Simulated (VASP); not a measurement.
# P in VASP: single point with PBE+D3(BJ)

Aim: the single point of P with PBE+D3(BJ).

All numbers are computed with VASP 6.6.1; they aren't measurements. Logs are shortened: lines on timing, memory, paths and dates and some standing lists are left out, and cuts for length are marked.

## Step 1: The cell of the first run

The cell holds a slab with vacuum, 4 atoms: a = 3.323 Å, b = 4.167 Å, c = 30.337 Å, α = 90.00°, β = 90.00°, γ = 90.00°.

## Step 2: Single point, PBE+D3(BJ) (a layer taken out of the bulk)

The input, INCAR:

```
ALGO = Normal
DIPOL = 0.5 0.5 0.500
EDIFF = 1E-6
ENCUT = 400
GGA = PE
GGA_COMPAT = False
IDIPOL = 3
ISIF = 2
ISMEAR = 0
IVDW = 12
LASPH = True
LCHARG = False
LDIPOL = True
LREAL = False
LWAVE = False
NBANDS = 18
NELM = 120
NELMDL = -8
PREC = Accurate
SIGMA = 0.1
```

The input, KPOINTS:

```
k-points
0
Gamma
  6 4 1
```

The input, POSCAR:

```
P
1.0
    3.3225242876      0.0000000000      0.0000000000
    0.0000000000      4.1668618235      0.0000000000
    0.0000000000      0.0000000000     30.3367099941
P
4
Direct
    0.5000000000      0.9280972034      0.4642618630
    0.0000000000      0.5719027966      0.4642618630
    0.5000000000      0.0719027966      0.5357381370
    0.0000000000      0.4280972034      0.5357381370
```

Potentials or basis: VASP PAW PBE potentials, release 64 (P).

The run is started by

```console
cat potpaw_PBE.64/P/POTCAR > POTCAR
mpirun -np 1 vasp_std > vasp.out
```

OUTCAR:

```text
EDIFF = 1E-6
   ENCUT = 400
   GGA = PE
   ISIF = 2
   ISMEAR = 0
   IVDW = 12
   LASPH = True
   LREAL = False
   NELM = 120
   NELMDL = -8
   PREC = Accurate
 IVDW          = 12

 ion  position               nearest neighbor table
   1  0.500  0.928  0.464-   2 2.23   2 2.23   3 2.25
   2  0.000  0.572  0.464-   1 2.23   1 2.23   4 2.25
   3  0.500  0.072  0.536-   4 2.23   4 2.23   1 2.25
   4  0.000  0.428  0.536-   3 2.23   3 2.23   2 2.25

  LATTYP: Found a simple orthorhombic cell.
 ALAT       =     3.3225242876
 B/A-ratio  =     1.2541253164
 C/A-ratio  =     9.1306209882

  Lattice vectors:

 A1 = (   3.3225242876,   0.0000000000,   0.0000000000)
 A2 = (   0.0000000000,   4.1668618235,   0.0000000000)
 A3 = (   0.0000000000,   0.0000000000,  30.3367099941)

Analysis of symmetry for initial positions (statically):
=====================================================================
 Subroutine PRICEL returns:
 Original cell was already a primitive cell.

 Routine SETGRP: Setting up the symmetry group for a
 simple orthorhombic supercell.

 Subroutine GETGRP returns: Found  8 space group operations
 (whereof  4 operations were pure point group operations)
 out of a pool of  8 trial point group operations.

The static configuration has the point symmetry C_2h.
 The point group associated with its full space group is D_2h.

Analysis of symmetry for dynamics (positions and initial velocities):
=====================================================================
 Subroutine PRICEL returns:
 Original cell was already a primitive cell.

 Routine SETGRP: Setting up the symmetry group for a
 simple orthorhombic supercell.

 Subroutine GETGRP returns: Found  8 space group operations
 (whereof  4 operations were pure point group operations)
 out of a pool of  8 trial point group operations.

The dynamic configuration has the point symmetry C_2h.
 The point group associated with its full space group is D_2h.

 Subroutine INISYM returns: Found  8 space group operations
 (whereof  4 operations are pure point group operations),
 and found     1 'primitive' translations

----------------------------------------------------------------------------------------

                                     Primitive cell

  volume of cell :     419.9966

  direct lattice vectors                    reciprocal lattice vectors
     3.322524288  0.000000000  0.000000000     0.300975979  0.000000000  0.000000000
     0.000000000  4.166861823  0.000000000     0.000000000  0.239988759  0.000000000
[... 85 lines left out ...]
   TEBEG  =    0.0;   TEEND  =   0.0 temperature during run
   PSTRESS=    0.0 pullay stress
   NELECT =      20.0000    total number of electrons
   NUPDOWN=      -1.0000    fix difference up-down
   EMIN   =  10.00;   EMAX   =-10.00  energy-range for DOS
   EFERMI =   0.00;   METHOD = LEGACY
   ISMEAR =     0;   SIGMA  =   0.10  broadening in eV -4-tet -1-fermi 0-gaus
   EFERMI_NEDOS =   21; number of points for ismear=-14 and -15
   IALGO  =     38    algorithm
   IMIX   =      4    mixing-type and parameters
     AMIX     =   0.40;   BMIX     =  1.00
     AMIX_MAG =   1.60;   BMIX_MAG =  1.00
  volume/ion in A,a.u.               =     105.00       708.57
  Fermi-wavevector in a.u.,A,eV,Ry     =   0.593385  1.121334  4.790683  0.352105
  Thomas-Fermi vector in A             =   1.642563
   LORBIT       =      0    0 simple, 1 ext, 2 COOP (PROOUT), +10 PAW based schemes
   GGA     = PE    functional components
   LHFCALC =     F    Hartree Fock is set to
   AEXX    =    0.0000 exact exchange contribution
   IVDW    =    12    specifies the selected vdW correction
   LEPSILON=     F    determine dielectric tensor
   LRPA    =     F    only Hartree local field effects (RPA)
 non-spin polarized calculation
 Gauss-broadening in eV      SIGMA  =   0.10
  energy-cutoff  :      400.00
  volume of cell :      420.00
 maximum number of plane-waves:      7694
 NGX is ok and might be reduce to    24
   NGX = 11   NGY = 13   NGZ = 99

 dipolmoment           0.000000      0.000000      0.000000 electrons x Angstroem

 number of electron      20.0000005 magnetization

 dipolmoment           0.000000      0.000000     -0.000000 electrons x Angstroem

 Free energy of the ion-electron system (eV)
  ---------------------------------------------------
  ext. energy  EPLUGINS =         0.00000000
  ---------------------------------------------------
  free energy    TOTEN  =       -21.33339279 eV

  energy without entropy =      -21.33308157  energy(sigma->0) =      -21.33323718

 E-fermi :  -2.4618     XC(G=0):  -2.1423

 val. band max:       -2.6265882362   @ k =   0.0000   0.0000   0.0000
 cond. band min:      -2.2970317909   @ k =   0.0000   0.0000   0.0000
 fundamental gap:      0.3295564453
 Fermi energy:        -2.4618099780

 k-point     1 :       0.0000    0.0000    0.0000
  band No.  band energies     occupation
      1     -18.0708      2.00000
      2     -15.3118      2.00000
      3     -11.3173      2.00000
      4      -8.6283      2.00000
      5      -7.6021      2.00000
      6      -6.9525      2.00000
[... 229 lines left out ...]
      5      -8.0926      2.00000
      6      -8.0926      2.00000
[... 10 lines left out ...]
     17       3.6634      0.00000
     18       3.6634      0.00000

------------------------ aborting loop because EDIFF is reached ----------------------------------------

 vacuum level on the upper side and lower side of the slab       (xc-potential included)        -0.006        -0.006

 Edisp (eV)   -1.04481

 E8    (eV) :    -0.4237

  FORCE on cell =-STRESS in cart. coord.  units (eV):
  Direction    XX          YY          ZZ          XY          YZ          ZX
  --------------------------------------------------------------------------------------
  -------------------------------------------------------------------------------------
  Total       0.96171     0.94034    -0.92965     0.00000     0.00000     0.00000
  in kB       3.66866     3.58716    -3.54637     0.00000     0.00000     0.00000
  external pressure =        1.24 kB  Pullay stress =        0.00 kB

 VOLUME and BASIS-vectors are now :
 -----------------------------------------------------------------------------
  energy-cutoff  :      400.00
  volume of cell :      420.00
      direct lattice vectors                 reciprocal lattice vectors
     3.322524288  0.000000000  0.000000000     0.300975979  0.000000000  0.000000000
     0.000000000  4.166861823  0.000000000     0.000000000  0.239988759  0.000000000
     0.000000000  0.000000000 30.336709994     0.000000000  0.000000000  0.032963364

 POSITION                                       TOTAL-FORCE (eV/Angst)
 -----------------------------------------------------------------------------------
      1.66126      3.86725     14.08418        -0.000000     -0.058007      0.212760
      0.00000      2.38304     14.08418         0.000000      0.058007      0.212760
      1.66126      0.29961     16.25253        -0.000000      0.058007     -0.212760
      0.00000      1.78382     16.25253        -0.000000     -0.058007     -0.212760
 -----------------------------------------------------------------------------------
    total drift:                               -0.000000     -0.000000      0.000000

  FREE ENERGIE OF THE ION-ELECTRON SYSTEM (eV)
  ---------------------------------------------------
  free  energy   TOTEN  =       -22.3782064205 eV

  energy  without entropy=      -22.3778952096  energy(sigma->0) =      -22.37805082

 vacuum level on the upper side and lower side of the slab         1.952         1.952
```

stdout:

```text
POSCAR found type information on POSCAR P
 POSCAR found :  1 types and       4 ions
 scaLAPACK will be used
 LDA part: xc-table for (Slater+PW92), standard interpolation
 POSCAR, INCAR and KPOINTS ok, starting setup
 FFT: planning ... GRIDC
 FFT: planning ... GRID_SOFT
 FFT: planning ... GRID
 WAVECAR not read
 entering main loop
```

Wall time 1.9 min (1 thread of Intel Xeon 8259CL, shared host); peak memory 0.36 GiB.

What came out:

```
Free energy                : -22.3782 eV
Largest force              : 0.221 eV/Å
Band gap on the k mesh     : 0.33 eV
Dispersion energy per atom : -0.261 eV
```

Forces on the atoms (eV/Å):
```
P    0.000 -0.058  0.213
P    0.000  0.058  0.213
P    0.000  0.058 -0.213
P    0.000 -0.058 -0.213
```

Caveat: the cell differs from its parent crystal (a layer taken out of the bulk); semilocal functionals underestimate gaps, and a narrow one can read as zero.
